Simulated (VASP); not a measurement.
A run of VASP 6.6.1 is set up as follows.

Contents of INCAR:

```
PREC = Accurate
ENCUT = 520
EDIFF = 1E-7
ISMEAR = -1
SIGMA = 0.02
LREAL = F
LASPH = T
NELM = 60
ALGO = Normal
ISIF = 2
LWAVE = F
LCHARG = T
GGA = PE
LELF = T
LVHAR = T
NBANDS = 16
```

The input KPOINTS:

```
regular mesh
0
Gamma
  6 6 6
```

File POSCAR:

```
BeTe
1.0
    4.0330516282      0.0000000000      0.0000000000
   -2.0165258141      3.4927251648      0.0000000000
    0.0000000000      0.0000000000      8.7573524857
Be Te
2 2
Direct
    0.3333333333      0.6666666667      0.2500000000
    0.6666666667      0.3333333333      0.7500000000
    0.6666666667      0.3333333333      0.2500000000
    0.3333333333      0.6666666667      0.7500000000
```

Potentials or basis: VASP PAW PBE potentials, release 64 (Be, Te).

Launch:

```sh
$ cat potpaw_PBE.64/Be/POTCAR potpaw_PBE.64/Te/POTCAR > POTCAR
$ mpirun -np 1 vasp_std > vasp.out
```

Problem. Predict the pressure.

Solution. 0.1 GPa.

Problem. Predict the band gap on the k mesh.

Solution. 2.76 eV, indirect (least direct gap 2.85 eV).

Stress tensor (GPa, compression positive):
```
0.19 0.00 0.00
0.00 0.19 0.00
0.00 0.00 0.00
```

Caveat: spin-orbit coupling is left out, which moves the levels of the heavy elements. Expect the measured gap to be larger: semilocal functionals such as PBE lack the derivative discontinuity.
